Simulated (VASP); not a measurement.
# HfO2 (Fm-3m) in VASP: notebook

The runs below take HfO2 through single point, with r2SCAN.

Everything below comes from runs of VASP 6.6.1. Logs are shortened: lines on timing, memory, paths and dates and some standing lists are left out, and cuts for length are marked.

### 1 The cell of the first run

The structure is cubic, space group Fm-3m (No. 225). The conventional cell has a = 4.805 Å, b = 4.805 Å, c = 4.805 Å, α = 90.00°, β = 90.00°, γ = 90.00°. Hf (site symmetry m-3m) has 8 O at 2.08 Å within 2.8 Å. O (site symmetry -43m) has 4 Hf at 2.08 Å and 6 O at 2.40 Å within 2.8 Å.

### 2 Single point, r2SCAN (strain -0.050 along x and y, -0.050 along z)

POSCAR

```
HfO2
1.0
    0.0000000000      2.4027029384      2.4027029384
    2.4027029384      0.0000000000      2.4027029384
    2.4027029384      2.4027029384      0.0000000000
Hf O
1 2
Direct
    0.0000000000      0.0000000000      0.0000000000
    0.2500000000      0.2500000000      0.2500000000
    0.7500000000      0.7500000000      0.7500000000
```

INCAR.step1

```
PREC = Accurate ; ENCUT = 520
ISMEAR = 0 ; SIGMA = 0.05
LREAL = False ; LASPH = True
NELM = 60 ; NBANDS = 18
GGA = PE ; ALGO = Normal
EDIFF = 1E-4 ; LWAVE = True
LCHARG = False
```

INCAR.step2

```
PREC = Accurate ; ENCUT = 520
EDIFF = 1E-6 ; ISMEAR = 0
SIGMA = 0.05 ; LREAL = False
LASPH = True ; NELM = 60
ALGO = Normal ; ISIF = 2
LWAVE = False ; LCHARG = False
METAGGA = R2SCAN ; LMIXTAU = True
NBANDS = 18 ; ISTART = 1
```

KPOINTS

```
Automatic mesh
0
Gamma
  8 8 8
```

Potentials or basis: VASP PAW PBE potentials, release 64 (Hf_pv, O).

Run with:

```
$ cat potpaw_PBE.64/Hf_pv/POTCAR potpaw_PBE.64/O/POTCAR > POTCAR
$ cp INCAR.step1 INCAR
$ mpirun -np 1 vasp_std > vasp.out
$ cp INCAR.step2 INCAR
$ mpirun -np 1 vasp_std > vasp.out
```

OUTCAR:

```text
PREC = Accurate
   ENCUT = 520
   EDIFF = 1E-6
   ISMEAR = 0
   LREAL = False
   LASPH = True
   NELM = 60
   ISIF = 2
   METAGGA = R2SCAN
   ISTART = 1

 ion  position               nearest neighbor table
   1  0.000  0.000  0.000-   3 2.08   3 2.08   3 2.08   2 2.08   3 2.08   2 2.08   2 2.08   2 2.08

   2  0.250  0.250  0.250-   1 2.08   1 2.08   1 2.08   1 2.08
   3  0.750  0.750  0.750-   1 2.08   1 2.08   1 2.08   1 2.08

  LATTYP: Found a face centered cubic cell.
 ALAT       =     4.8054058768

  Lattice vectors:

 A1 = (   0.0000000000,   2.4027029384,   2.4027029384)
 A2 = (   2.4027029384,   0.0000000000,   2.4027029384)
 A3 = (   2.4027029384,   2.4027029384,   0.0000000000)

Analysis of symmetry for initial positions (statically):
=====================================================================
 Subroutine PRICEL returns:
 Original cell was already a primitive cell.

 Routine SETGRP: Setting up the symmetry group for a
 face centered cubic supercell.

 Subroutine GETGRP returns: Found 48 space group operations
 (whereof 48 operations were pure point group operations)
 out of a pool of 48 trial point group operations.

The static configuration has the point symmetry O_h .

Analysis of symmetry for dynamics (positions and initial velocities):
=====================================================================
 Subroutine PRICEL returns:
 Original cell was already a primitive cell.

 Routine SETGRP: Setting up the symmetry group for a
 face centered cubic supercell.

 Subroutine GETGRP returns: Found 48 space group operations
 (whereof 48 operations were pure point group operations)
 out of a pool of 48 trial point group operations.

The dynamic configuration has the point symmetry O_h .

 Subroutine INISYM returns: Found 48 space group operations
 (whereof 48 operations are pure point group operations),
 and found     1 'primitive' translations

----------------------------------------------------------------------------------------

                                     Primitive cell

  volume of cell :      27.7415

  direct lattice vectors                    reciprocal lattice vectors
     0.000000000  2.402702938  2.402702938    -0.208098967  0.208098967  0.208098967
[... 80 lines left out ...]
   ISTART =      1    job   : 0-new  1-cont  2-samecut
   ICHARG =      0    charge: 1-file 2-atom 10-const
   ISPIN  =      1    spin polarized calculation?
   LNONCOLLINEAR =      F non collinear calculations
   LSORBIT =      F    spin-orbit coupling
   LASPH  =      T    aspherical Exc in radial PAW
   ENCUT  =  520.0 eV  38.22 Ry    6.18 a.u.   6.32  6.32  6.32*2*pi/ulx,y,z
   NELM   =     60;   NELMIN=  2; NELMDL=  0     # of ELM steps
   EDIFF  = 0.1E-05   stopping-criterion for ELM
   LREAL  =      F    real-space projection
   EDIFFG = 0.1E-04   stopping-criterion for IOM
   NSW    =      0    number of steps for IOM
   IBRION =     -1    ionic relax: 0-MD 1-quasi-New 2-CG
   NFREE  =      0    steps in history (QN), initial steepest desc. (CG)
   ISIF   =      2    stress and relaxation
   ISYM   =      2    0-nonsym 1-usesym 2-fastsym
   POTIM  = 0.5000    time-step for ionic-motion
   TEBEG  =    0.0;   TEEND  =   0.0 temperature during run
   PSTRESS=    0.0 pullay stress
   NELECT =      22.0000    total number of electrons
   NUPDOWN=      -1.0000    fix difference up-down
   EMIN   =  10.00;   EMAX   =-10.00  energy-range for DOS
   EFERMI =   0.00;   METHOD = LEGACY
   ISMEAR =     0;   SIGMA  =   0.05  broadening in eV -4-tet -1-fermi 0-gaus
   EFERMI_NEDOS =   21; number of points for ismear=-14 and -15
   IALGO  =     38    algorithm
   IMIX   =      4    mixing-type and parameters
     AMIX     =   0.40;   BMIX     =  1.00
     AMIX_MAG =   1.60;   BMIX_MAG =  1.00
  volume/ion in A,a.u.               =       9.25        62.40
  Fermi-wavevector in a.u.,A,eV,Ry     =   1.515325  2.863548 31.241811  2.296208
  Thomas-Fermi vector in A             =   2.624863
   LORBIT       =      0    0 simple, 1 ext, 2 COOP (PROOUT), +10 PAW based schemes
   METAGGA = R2SCAN    functional components
   LHFCALC =     F    Hartree Fock is set to
   AEXX    =    0.0000 exact exchange contribution
   IVDW    =     0    specifies the selected vdW correction
   LEPSILON=     F    determine dielectric tensor
   LRPA    =     F    only Hartree local field effects (RPA)
 non-spin polarized calculation
 Gauss-broadening in eV      SIGMA  =   0.05
  energy-cutoff  :      520.00
  volume of cell :       27.74
 maximum number of plane-waves:       757
 NGX is ok and might be reduce to    28
   NGX = 13   NGY = 13   NGZ = 13

 number of electron      21.9999993 magnetization

 Free energy of the ion-electron system (eV)
  ---------------------------------------------------
  ext. energy  EPLUGINS =         0.00000000
  ---------------------------------------------------
  free energy    TOTEN  =       -67.95099532 eV

  energy without entropy =      -67.95099532  energy(sigma->0) =      -67.95099532

 E-fermi :   5.7038     XC(G=0): -13.5443

 val. band max:        5.3715017015   @ k =   0.5000   0.5000   0.0000
 cond. band min:      10.1367102644   @ k =   0.5000   0.5000   0.0000
 fundamental gap:      4.7652085629
 Fermi energy:         5.7037723560

 k-point     1 :       0.0000    0.0000    0.0000
  band No.  band energies     occupation
      1     -24.5337      2.00000
      2     -24.5337      2.00000
      3     -24.5337      2.00000
      4     -15.4265      2.00000
      5     -11.5737      2.00000
      6      -1.1713      2.00000
[... 481 lines left out ...]
      5     -12.4228      2.00000
      6      -0.3791      2.00000
[... 10 lines left out ...]
     17      18.1256      0.00000
     18      19.1315      0.00000

 [... further k-points ...]
[... 5 lines left out ...]
  --------------------------------------------------------------------------------------
  -------------------------------------------------------------------------------------
  Total        9.0032564      9.0032564      9.0032564      0.0000000      0.0000000      0.0000000
  in kB      519.9720091    519.9720091    519.9720091      0.0000000      0.0000000      0.0000000
  external PRESSURE =     519.9720091 kB  Pullay stress =       0.0000000 kB

 VOLUME and BASIS-vectors are now :
 -----------------------------------------------------------------------------
  energy-cutoff  :      520.00
  volume of cell :       27.74
      direct lattice vectors                 reciprocal lattice vectors
     0.000000000  2.402702938  2.402702938    -0.208098967  0.208098967  0.208098967
     2.402702938  0.000000000  2.402702938     0.208098967 -0.208098967  0.208098967
     2.402702938  2.402702938  0.000000000     0.208098967  0.208098967 -0.208098967

 POSITION                                       TOTAL-FORCE (eV/Angst)
 -----------------------------------------------------------------------------------
      0.00000      0.00000      0.00000         0.000000      0.000000      0.000000
      1.20135      1.20135      1.20135         0.000000      0.000000      0.000000
      3.60405      3.60405      3.60405        -0.000000     -0.000000     -0.000000
 -----------------------------------------------------------------------------------
    total drift:                                0.000000      0.000000      0.000000

  FREE ENERGIE OF THE ION-ELECTRON SYSTEM (eV)
  ---------------------------------------------------
  free  energy   TOTEN  =       -67.9509953163 eV

  energy  without entropy=      -67.9509953163  energy(sigma->0) =      -67.95099532
```

OSZICAR.step1:

```text
N       E                     dE             d eps       ncg     rms          rms(c)
DAV:   1     0.899501684294E+02    0.89950E+02   -0.12936E+04  1052   0.124E+03
DAV:   2    -0.316827952296E+02   -0.12163E+03   -0.11726E+03  1294   0.297E+02
DAV:   3    -0.350632608341E+02   -0.33805E+01   -0.33692E+01  1266   0.440E+01
DAV:   4    -0.350796553466E+02   -0.16395E-01   -0.16390E-01  1258   0.327E+00
DAV:   5    -0.350797437235E+02   -0.88377E-04   -0.88374E-04  1212   0.230E-01    0.682E+01
DAV:   6    -0.295210481318E+02    0.55587E+01   -0.17792E+01  1086   0.337E+01    0.539E+01
DAV:   7    -0.294901299032E+02    0.30918E-01   -0.74858E-01  1240   0.675E+00    0.317E+01
DAV:   8    -0.294838762374E+02    0.62537E-02   -0.11379E-01  1186   0.314E+00    0.696E+00
DAV:   9    -0.294757396545E+02    0.81366E-02   -0.39228E-02  1190   0.144E+00    0.216E+00
DAV:  10    -0.294755663959E+02    0.17326E-03   -0.29578E-03  1120   0.436E-01    0.137E-01
DAV:  11    -0.294756067537E+02   -0.40358E-04   -0.13254E-04  1054   0.102E-01
   1 F= -.29475607E+02 E0= -.29475607E+02  d E =-.142951E-10
```

It took 44 s on 1 thread of Intel Xeon 6975P-C (Granite Rapids), shared host; peak memory 0.17 GiB.

Results:

- Free energy: -67.9510 eV
- Pressure: 52.0 GPa
- Band gap on the k mesh: 4.77 eV, direct

Levels at points of the mesh, in eV from the valence-band top:
| k point | band 7 | band 8 | band 9 | band 10 | band 11 | band 12 | band 13 | band 14 | band 15 | band 16 |
| --- | --- | --- | --- | --- | --- | --- | --- | --- | --- | --- |
| (0.00, 0.00, 0.00) | -6.54 | -6.54 | -0.72 | -0.72 | -0.72 | 4.79 | 4.79 | 7.81 | 13.24 | 13.24 |
| (0.50, 0.00, 0.00) | -5.30 | -3.31 | -3.17 | -2.06 | -2.06 | 5.72 | 5.72 | 9.17 | 10.20 | 11.85 |
| (0.50, 0.50, 0.00) | -3.92 | -3.92 | -1.86 | -1.86 | 0.00 | 4.77 | 6.93 | 8.82 | 10.21 | 10.21 |

Caveat: the cell differs from its parent crystal (strain -0.050 along x and y, -0.050 along z); the PAW data sets were made with another functional, which shifts forces and pressure a little; spin-orbit coupling is left out, which moves the levels of the heavy elements. A k mesh can miss the band edges.

### 3 Single point, r2SCAN (strain -0.025 along x and y, -0.025 along z)

POSCAR

```
HfO2
1.0
    0.0000000000      2.4659319631      2.4659319631
    2.4659319631      0.0000000000      2.4659319631
    2.4659319631      2.4659319631      0.0000000000
Hf O
1 2
Direct
    0.0000000000      0.0000000000      0.0000000000
    0.2500000000      0.2500000000      0.2500000000
    0.7500000000      0.7500000000      0.7500000000
```

INCAR.step1

```
SYSTEM = HfO2
PREC = Accurate
ENCUT = 520
ISMEAR = 0
SIGMA = 0.05
LREAL = .FALSE.
LASPH = .TRUE.
NELM = 60
NBANDS = 18
GGA = PE
ALGO = Normal
EDIFF = 1E-4
LWAVE = .TRUE.
LCHARG = .FALSE.
```

INCAR.step2

```
SYSTEM = HfO2
PREC = Accurate
ENCUT = 520
EDIFF = 1E-7
ISMEAR = 0
SIGMA = 0.05
LREAL = .FALSE.
LASPH = .TRUE.
NELM = 60
ALGO = Normal
ISIF = 2
LWAVE = .FALSE.
LCHARG = .TRUE.
METAGGA = R2SCAN
LMIXTAU = .TRUE.
LELF = .TRUE.
LVHAR = .TRUE.
NBANDS = 18
ISTART = 1
```

KPOINTS

```
Automatic mesh
0
G
  8 8 8
  0 0 0
```

Potentials or basis: VASP PAW PBE potentials, release 64 (Hf_pv, O).

Run with:

```
$ cat potpaw_PBE.64/Hf_pv/POTCAR potpaw_PBE.64/O/POTCAR > POTCAR
$ cp INCAR.step1 INCAR
$ mpirun -np 1 vasp_std > vasp.out
$ cp INCAR.step2 INCAR
$ mpirun -np 1 vasp_std > vasp.out
```

Run time: 37 s. Hardware: 1 thread of Intel Xeon 6975P-C (Granite Rapids), shared host; peak memory 0.17 GiB.

It converged, with:

- Free energy: -68.4403 eV
- Pressure: 19.4 GPa
- Band gap on the k mesh: 4.54 eV, direct

Levels at points of the mesh, in eV from the valence-band top:
```csv
k point,band 9,band 10,band 11,band 12,band 13,band 14
"(0.00, 0.00, 0.00)",-0.68,-0.68,-0.68,4.62,4.62,7.15
"(0.50, 0.00, 0.00)",-3.00,-1.99,-1.99,5.42,5.42,8.33
"(0.50, 0.50, 0.00)",-1.70,-1.70,0.00,4.54,6.48,7.99
```

Caveat: the cell differs from its parent crystal (strain -0.025 along x and y, -0.025 along z); the PAW data sets were made with another functional, which shifts forces and pressure a little; spin-orbit coupling is left out, which moves the levels of the heavy elements. A k mesh can miss the band edges.
